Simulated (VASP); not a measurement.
# AlNi (an interface model) in VASP: single point with PBE

Aim: the single point of AlNi (an interface model) with PBE.

All numbers are computed with VASP 6.6.1; they aren't measurements. Logs are shortened: lines on timing, memory, paths and dates and some standing lists are left out, and cuts for length are marked.

## 1. The cell of the first run

The cell holds layers of an interface, 24 atoms: a = 4.091 Å, b = 4.091 Å, c = 20.338 Å, α = 90.00°, β = 90.00°, γ = 120.00°.

## 2. Single point, PBE

Contents of INCAR:

```
SYSTEM = AlNi
ALGO = Normal ; EDIFF = 1E-6
ENCUT = 520 ; GGA = PE
GGA_COMPAT = .FALSE. ; ISIF = 2
ISMEAR = 0 ; LASPH = .TRUE.
LCHARG = .FALSE. ; LREAL = .FALSE.
LWAVE = .FALSE. ; NBANDS = 96
NELM = 120 ; PREC = Accurate
SIGMA = 0.1
```

Contents of KPOINTS:

```
k-points
0
G
  12 12 2
  0 0 0
```

Contents of POSCAR:

```
AlNi
1.0
    4.0914379701      0.0000000000      0.0000000000
   -2.0457189850      3.5432892201      0.0000000000
    0.0000000000      0.0000000000     20.3383848921
Al Ni
12 12
Direct
    0.0000000000      0.0000000000      0.0094440123
    0.6666666667      0.3333333333      0.0897456963
    0.3333333333      0.6666666667      0.1693601402
    1.0000000000      0.0000000000      0.2521926029
    0.6666666667      0.3333333333      0.3342377202
    0.3333333333      0.6666666667      0.4152931214
    0.3333333333      0.6666666667      0.5430402119
    0.0000000000      0.0000000000      0.6240956131
    0.6666666667      0.3333333333      0.7061407305
    0.3333333333      0.6666666667      0.7889731932
    0.0000000000      0.0000000000      0.8685876370
    0.6666666667      0.3333333333      0.9488893211
    0.3333333333      0.6666666667      0.0430871914
    0.0000000000      0.0000000000      0.1285835393
    0.6666666667      0.3333333333      0.2112487773
    0.3333333333      0.6666666667      0.2928993485
    0.0000000000      0.0000000000      0.3749057736
    0.6666666667      0.3333333333      0.4550012591
    1.0000000000      0.0000000000      0.5033320743
    0.6666666667      0.3333333333      0.5834275597
    0.3333333333      0.6666666667      0.6654339849
    1.0000000000      0.0000000000      0.7470845560
    0.6666666667      0.3333333333      0.8297497941
    0.3333333333      0.6666666667      0.9152461419
```

Potentials or basis: VASP PAW PBE potentials, release 64 (Al, Ni).

Command:

```sh
$ cat potpaw_PBE.64/Al/POTCAR potpaw_PBE.64/Ni/POTCAR > POTCAR
$ mpirun -np 1 vasp_std > vasp.out
```

OUTCAR:

```text
SYSTEM = AlNi
   EDIFF = 1E-6
   ENCUT = 520
   GGA = PE
   ISIF = 2
   ISMEAR = 0
   LASPH = .TRUE.
   LREAL = .FALSE.
   NELM = 120
   PREC = Accurate

 ion  position               nearest neighbor table
   1  0.000  0.000  0.009-  14 2.42  13 2.46  13 2.46  13 2.46  12 2.66  12 2.66  12 2.66  11 2.86
                             2 2.87   2 2.87   2 2.87  24 3.04  24 3.04  24 3.04
   2  0.667  0.333  0.090-  15 2.47  14 2.49  14 2.49  14 2.49  13 2.55  13 2.55  13 2.55   3 2.86
                             3 2.86   3 2.86  12 2.86   1 2.87   1 2.87   1 2.87
   3  0.333  0.667  0.169-  14 2.50  14 2.50  14 2.50  15 2.51  15 2.51  15 2.51  16 2.51  13 2.57
                             2 2.86   2 2.86   2 2.86   4 2.90   4 2.90   4 2.90
   4  0.000  0.000  0.252-  17 2.50  16 2.50  16 2.50  16 2.50  15 2.50  15 2.50  15 2.50  14 2.51
                             5 2.89   5 2.89   5 2.89   3 2.90   3 2.90   3 2.90
   5  0.667  0.333  0.334-  18 2.46  15 2.50  17 2.50  17 2.50  17 2.50  16 2.51  16 2.51  16 2.51
                             6 2.88   6 2.88   6 2.88   4 2.89   4 2.89   4 2.89
   6  0.333  0.667  0.415-  16 2.49  18 2.50  18 2.50  18 2.50  17 2.50  17 2.50  17 2.50   7 2.60
                             5 2.88   5 2.88   5 2.88  19 2.96  19 2.96  19 2.96
   7  0.333  0.667  0.543-  21 2.49  19 2.50  19 2.50  19 2.50  20 2.50  20 2.50  20 2.50   6 2.60
                             8 2.88   8 2.88   8 2.88  18 2.96  18 2.96  18 2.96
   8  0.000  0.000  0.624-  19 2.46  22 2.50  20 2.50  20 2.50  20 2.50  21 2.51  21 2.51  21 2.51
                             7 2.88   7 2.88   7 2.88   9 2.89   9 2.89   9 2.89
   9  0.667  0.333  0.706-  20 2.50  21 2.50  21 2.50  21 2.50  22 2.50  22 2.50  22 2.50  23 2.51
[... 17 lines left out ...]
  18  0.667  0.333  0.455-   5 2.46   6 2.50   6 2.50   6 2.50  19 2.56  19 2.56  19 2.56  20 2.61
                            17 2.87  17 2.87  17 2.87   7 2.96   7 2.96   7 2.96
  19  0.000  0.000  0.503-   8 2.46   7 2.50   7 2.50   7 2.50  18 2.56  18 2.56  18 2.56  17 2.61
                            20 2.87  20 2.87  20 2.87   6 2.96   6 2.96   6 2.96
  20  0.667  0.333  0.583-   9 2.50   7 2.50   7 2.50   7 2.50   8 2.50   8 2.50   8 2.50  18 2.61
                            19 2.87  19 2.87  19 2.87  21 2.89  21 2.89  21 2.89
  21  0.333  0.667  0.665-   7 2.49   9 2.50   9 2.50   9 2.50   8 2.51   8 2.51   8 2.51  10 2.51
                            22 2.89  22 2.89  22 2.89  20 2.89  20 2.89  20 2.89
  22  0.000  0.000  0.747-  11 2.47   8 2.50   9 2.50   9 2.50   9 2.50  10 2.51  10 2.51  10 2.51
                            21 2.89  21 2.89  21 2.89  23 2.90  23 2.90  23 2.90
  23  0.667  0.333  0.830-  12 2.42  11 2.49  11 2.49  11 2.49  10 2.50  10 2.50  10 2.50   9 2.51
                            22 2.90  22 2.90  22 2.90  24 2.93  24 2.93  24 2.93
  24  0.333  0.667  0.915-  12 2.46  12 2.46  12 2.46  11 2.55  11 2.55  11 2.55  10 2.57  13 2.60
                            23 2.93  23 2.93  23 2.93   1 3.04   1 3.04   1 3.04

  LATTYP: Found a hexagonal cell.
 ALAT       =     4.0914379701
 C/A-ratio  =     4.9709625420

  Lattice vectors:

 A1 = (   4.0914379701,   0.0000000000,   0.0000000000)
 A2 = (  -2.0457189850,   3.5432892201,   0.0000000000)
 A3 = (   0.0000000000,   0.0000000000,  20.3383848921)

Analysis of symmetry for initial positions (statically):
=====================================================================
[... 192 lines left out ...]
  Fermi-wavevector in a.u.,A,eV,Ry     =   1.324087  2.502163 23.853839  1.753208
  Thomas-Fermi vector in A             =   2.453648
   LORBIT       =      0    0 simple, 1 ext, 2 COOP (PROOUT), +10 PAW based schemes
   GGA     = PE    functional components
   LHFCALC =     F    Hartree Fock is set to
   AEXX    =    0.0000 exact exchange contribution
   IVDW    =     0    specifies the selected vdW correction
   LEPSILON=     F    determine dielectric tensor
   LRPA    =     F    only Hartree local field effects (RPA)
 non-spin polarized calculation
 Gauss-broadening in eV      SIGMA  =   0.10
  energy-cutoff  :      520.00
  volume of cell :      294.85
 maximum number of plane-waves:      8013
   NGX = 15   NGY = 15   NGZ = 75

 number of electron     155.9999927 magnetization

 Free energy of the ion-electron system (eV)
  ---------------------------------------------------
  ext. energy  EPLUGINS =         0.00000000
  ---------------------------------------------------
  free energy    TOTEN  =      -124.72540818 eV

  energy without entropy =     -124.67733408  energy(sigma->0) =     -124.70137113

 E-fermi :   9.6750     XC(G=0): -11.9171

 val. band max:        9.6631244615   @ k =   0.0000   0.0000   0.0000
 cond. band min:       9.6774572019   @ k =   0.1667   0.1667   0.0000
 fundamental gap:      0.0143327404
 Fermi energy:         9.6750309399

 k-point     1 :       0.0000    0.0000    0.0000
  band No.  band energies     occupation
      1      -1.4189      2.00000
      2      -1.0197      2.00000
      3      -0.8314      2.00000
      4       0.0547      2.00000
      5       0.2845      2.00000
      6       1.7988      2.00000
[... 2221 lines left out ...]
     89      12.1622      0.00000
     90      12.2763      0.00000

 [... further k-points ...]

 [bands above 90 left out]

------------------------ aborting loop because EDIFF is reached ----------------------------------------

  FORCE on cell =-STRESS in cart. coord.  units (eV):
  Direction    XX          YY          ZZ          XY          YZ          ZX
  --------------------------------------------------------------------------------------
  -------------------------------------------------------------------------------------
  Total       -2.0942391     -2.0942391     -0.0035145     -0.0000000      0.0000000      0.0000000
  in kB      -11.3798831    -11.3798831     -0.0190976     -0.0000000      0.0000000      0.0000000
  external PRESSURE =      -7.5929546 kB  Pullay stress =       0.0000000 kB

 VOLUME and BASIS-vectors are now :
 -----------------------------------------------------------------------------
  energy-cutoff  :      520.00
  volume of cell :      294.85
      direct lattice vectors                 reciprocal lattice vectors
     4.091437970  0.000000000  0.000000000     0.244412846  0.141111823  0.000000000
    -2.045718985  3.543289220  0.000000000     0.000000000  0.282223645  0.000000000
     0.000000000  0.000000000 20.338384892     0.000000000  0.000000000  0.049168113

 POSITION                                       TOTAL-FORCE (eV/Angst)
 -----------------------------------------------------------------------------------
      0.00000      0.00000      0.19208        -0.000000      0.000000     -0.007649
      2.04572      1.18110      1.82528         0.000000      0.000000     -0.003427
     -0.00000      2.36219      3.44451        -0.000000      0.000000      0.001911
      0.00000      0.00000      5.12919         0.000000      0.000000     -0.004869
      2.04572      1.18110      6.79786        -0.000000      0.000000     -0.006291
     -0.00000      2.36219      8.44639        -0.000000     -0.000000      0.005544
[... 16 lines left out ...]
      2.04572      1.18110     16.87577        -0.000000      0.000000     -0.011732
     -0.00000      2.36219     18.61463         0.000000      0.000000     -0.003139
 -----------------------------------------------------------------------------------
    total drift:                               -0.000000     -0.000000      0.000408

  FREE ENERGIE OF THE ION-ELECTRON SYSTEM (eV)
  ---------------------------------------------------
  free  energy   TOTEN  =      -124.7254081807 eV

  energy  without entropy=     -124.6773340846  energy(sigma->0) =     -124.70137113
```

stdout:

```text
POSCAR found type information on POSCAR AlNi
 POSCAR found :  2 types and      24 ions
 scaLAPACK will be used
 -----------------------------------------------------------------------------
|                                                                             |
|                                                                             |
|     You have a (more or less) 'large supercell' and for larger cells it     |
|     might be more efficient to use real-space projection operators.         |
|     Therefore, try LREAL= Auto in the INCAR file.                           |
|     Mind: For very accurate calculation, you might also keep the            |
|     reciprocal projection scheme (i.e. LREAL=.FALSE.).                      |
|                                                                             |
 -----------------------------------------------------------------------------

 LDA part: xc-table for (Slater+PW92), standard interpolation
 POSCAR, INCAR and KPOINTS ok, starting setup
 FFT: planning ... GRIDC
 FFT: planning ... GRID_SOFT
 FFT: planning ... GRID
 WAVECAR not read
 entering main loop
```

It took 55 min on 1 thread of Intel Xeon Platinum 8259CL at 2.50GHz (Skylake/Cascade Lake), shared host; peak memory 0.84 GiB.

Results:

```
Free energy            : -124.7254 eV
Pressure               : -0.8 GPa
Largest force          : 0.013 eV/Å
Band gap on the k mesh : zero (bands 78 and 79 overlap by 2.41 eV)
```

Forces in eV/Å, atoms in the order of the input:
```
Al   0.000  0.000 -0.008
Al   0.000  0.000 -0.003
Al   0.000  0.000  0.002
Al   0.000  0.000 -0.005
Al   0.000  0.000 -0.006
Al   0.000  0.000  0.006
Al   0.000  0.000 -0.006
Al   0.000  0.000  0.006
Al   0.000  0.000  0.005
Al   0.000  0.000 -0.002
Al   0.000  0.000  0.003
Al   0.000  0.000  0.008
Ni   0.000  0.000  0.003
Ni   0.000  0.000  0.012
Ni   0.000  0.000 -0.001
Ni   0.000  0.000 -0.001
Ni   0.000  0.000 -0.005
Ni   0.000  0.000  0.013
Ni   0.000  0.000 -0.013
Ni   0.000  0.000  0.005
Ni   0.000  0.000  0.001
Ni   0.000  0.000  0.001
Ni   0.000  0.000 -0.012
Ni   0.000  0.000 -0.003
```

Levels at points of the mesh, in eV from the Fermi level:
```
           k point  band 76  band 77  band 78  band 79  band 80  band 81
(0.00, 0.00, 0.00)     1.74     1.96     1.96     2.05     2.05     2.26
(0.50, 0.00, 0.00)    -0.65    -0.59    -0.49     0.24     0.29     0.40
(0.00, 0.00, 0.50)     1.74     1.96     1.96     2.07     2.07     2.15
(0.50, 0.00, 0.50)    -0.63    -0.38    -0.26    -0.16    -0.14     0.92
```

Spin polarisation is off, so any magnetic state and its effect on volume and gap are missing.
